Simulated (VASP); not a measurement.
Here is a VASP 6.6.1 calculation.

Contents of POSCAR:

```
TiAl2
1.0
    1.9741827692     -6.0873059632      0.0000000000
    1.9741827692      6.0873059632      0.0000000000
    0.0000000000      0.0000000000      4.0298385659
Ti Al
2 4
Direct
    0.6562460807      0.3437539193      0.0000000000
    0.3437539193      0.6562460807      0.0000000000
    0.0000000000      0.0000000000      0.0000000000
    0.8270721852      0.1729278148      0.5000000000
    0.1729278148      0.8270721852      0.5000000000
    0.5000000000      0.5000000000      0.5000000000
```

The input INCAR.step1:

```
ALGO     = Normal         # electronic algorithm
EDIFF    = 1E-4           # SCF threshold, eV
ENCUT    = 520            # plane-wave cutoff, eV
GGA      = PE             # functional
ISMEAR   = 0              # smearing method
LASPH    = True           # aspherical terms in the spheres
LCHARG   = False          # write CHGCAR
LREAL    = False          # projectors in reciprocal space
LWAVE    = True           # write WAVECAR
NBANDS   = 27             # bands
NELM     = 60             # most SCF steps
PREC     = Accurate       # precision mode
SIGMA    = 0.1            # smearing width, eV
```

The input INCAR.step2:

```
ALGO     = Normal         # electronic algorithm
EDIFF    = 1E-6           # SCF threshold, eV
ENCUT    = 520            # plane-wave cutoff, eV
ISIF     = 2              # what is computed and relaxed
ISMEAR   = 0              # smearing method
ISTART   = 1            
LASPH    = True           # aspherical terms in the spheres
LCHARG   = False          # write CHGCAR
LMIXTAU  = True         
LREAL    = False          # projectors in reciprocal space
LWAVE    = False          # write WAVECAR
METAGGA  = R2SCAN         # meta-GGA
NBANDS   = 27             # bands
NELM     = 60             # most SCF steps
PREC     = Accurate       # precision mode
SIGMA    = 0.1            # smearing width, eV
```

KPOINTS

```
k-points
0
Gamma
  10 10 10
```

Potentials or basis: VASP PAW PBE potentials, release 64 (Ti_sv, Al).

Command:

```console
$ cat potpaw_PBE.64/Ti_sv/POTCAR potpaw_PBE.64/Al/POTCAR > POTCAR
$ cp INCAR.step1 INCAR
$ mpirun -np 1 vasp_std > vasp.out
$ cp INCAR.step2 INCAR
$ mpirun -np 1 vasp_std > vasp.out
```

**Question.** What does it give for the band gap on the k mesh?

**Answer.** Zero (bands 18 and 19 overlap by 1.70 eV).

**Question.** What does it give for the pressure?

**Answer.** -3.0 GPa.

**Question.** Estimate the largest force.

**Answer.** 0.006 eV/Å.

Forces in eV/Å, atoms in the order of the input:
```
Ti   0.000  0.003  0.000
Ti   0.000 -0.003  0.000
Al   0.000  0.000  0.000
Al   0.000 -0.006  0.000
Al   0.000  0.006  0.000
Al   0.000  0.000  0.000
```

Caveat: the cell stands under tension; the PAW data sets were made with another functional, which shifts forces and pressure a little.
